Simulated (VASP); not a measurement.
A run of VASP 6.6.1 is set up as follows.

Contents of INCAR:

```
SYSTEM = MgO
PREC = Accurate
ENCUT = 520
EDIFF = 1E-6
ISMEAR = 0
SIGMA = 0.01
LREAL = .False.
LASPH = .True.
NELM = 80
ALGO = Normal
ISIF = 2
LWAVE = .False.
LCHARG = .False.
GGA = PS
NBANDS = 11
```

File KPOINTS:

```
regular mesh
0
Gamma
  10 10 10
  0 0 0
```

The input POSCAR:

```
MgO
1.0
    0.0000000000      2.0609358497      2.0609358497
    2.0609358497      0.0000000000      2.0609358497
    2.0609358497      2.0609358497      0.0000000000
Mg O
1 1
Direct
    0.0000000000      0.0000000000      0.0000000000
    0.5000000000      0.5000000000      0.5000000000
```

Potentials or basis: VASP PAW PBE potentials, release 64 (Mg, O).

Run with:

```sh
$ cat potpaw_PBE.64/Mg/POTCAR potpaw_PBE.64/O/POTCAR > POTCAR
$ mpirun -np 1 vasp_std > vasp.out
```

(1) What does it give for the band gap on the k mesh?

(2) Predict the pressure.

Answers

(1) 5.29 eV, direct.

(2) 11.6 GPa.

Caveat: the PAW data sets were made with another functional, which shifts forces and pressure a little.
